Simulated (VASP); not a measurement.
Crystal: BN.

```
B N
1.0
     2.50804    0.00000    0.00000
    -1.24671    2.17623    0.00000
    -0.63067   -1.08812    3.02254
B N
1 1
Cartesian
  1.2297 2.1384 0.0055
  0.6411 -0.3485 2.9772
```

Base run:

| Quantity | Value |
| --- | --- |
| Program | VASP 6.6.1 |
| Functional | r2SCAN |
| Dispersion | D4 |
| Potentials or basis | VASP PAW PBE potentials, release 64 (B, N) |
| Cutoff | 520 eV |
| k mesh | 8 × 8 × 6 |
| Occupations | gaussian, width 0.01 eV |
| Spin | no spin polarisation |

Its results: band gap on the k mesh 3.27 eV, indirect (least direct gap 5.19 eV); pressure 0.0 GPa; largest force 2.727 eV/Å.

**Question.** The run is repeated on the same cell with these changes: k mesh from 8 × 8 × 6 to 6 × 6 × 4; further incar settings from ALGO = Normal; EDIFF = 1e-06; NBANDS = 11 to ALGO = Normal; EDIFF = 1e-07; NBANDS = 11. What comes out?

**Answer.** Band gap on the k mesh 3.45 eV, indirect (least direct gap 5.18 eV); pressure 0.0 GPa; largest force 2.728 eV/Å.

Caveats: some runs use coarse meshes; the PAW data sets were made with another functional, which shifts forces and pressure a little.

A k mesh can miss the band edges.
